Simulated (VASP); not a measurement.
SiC (Moissanite 3C), 2 atoms in the cell. It takes space group F-43m (No. 216, cubic). The conventional cell has a = 4.356 Å, b = 4.356 Å, c = 4.356 Å, α = 90.00°, β = 90.00°, γ = 90.00°. Within 2.5 Å of Si (site symmetry -43m) lie 4 C at 1.89 Å. C (site symmetry -43m) has 4 Si at 1.89 Å within 2.5 Å. 

```yaml
Program: VASP 6.6.1
Task: single point
Functional: PBE
Potentials_or_basis: VASP PAW PBE potentials, release 64 (Si, C)
Cutoff: 520 eV
k_mesh: 6 × 6 × 6
Occupations: gaussian, width 0.01 eV
Spin: no spin polarisation
Dipole_correction: no
Further_INCAR_settings: ALGO = Normal; EDIFF = 1e-06; NBANDS = 11
```

Potentials or basis: VASP PAW PBE potentials, release 64 (Si, C).

Run with:

```sh
$ cat potpaw_PBE.64/Si/POTCAR potpaw_PBE.64/C/POTCAR > POTCAR
$ mpirun -np 1 vasp_std > vasp.out
```

Hardware: 1 thread of Intel Xeon 6975P-C, with other jobs on the host.

**Question.** Estimate the wall time of this run.

**Answer.** It took 2.6 s on 1 thread of Intel Xeon 6975P-C, with other jobs on the host, peak memory 0.13 GiB. Counts: scf iterations 12, k points 16.
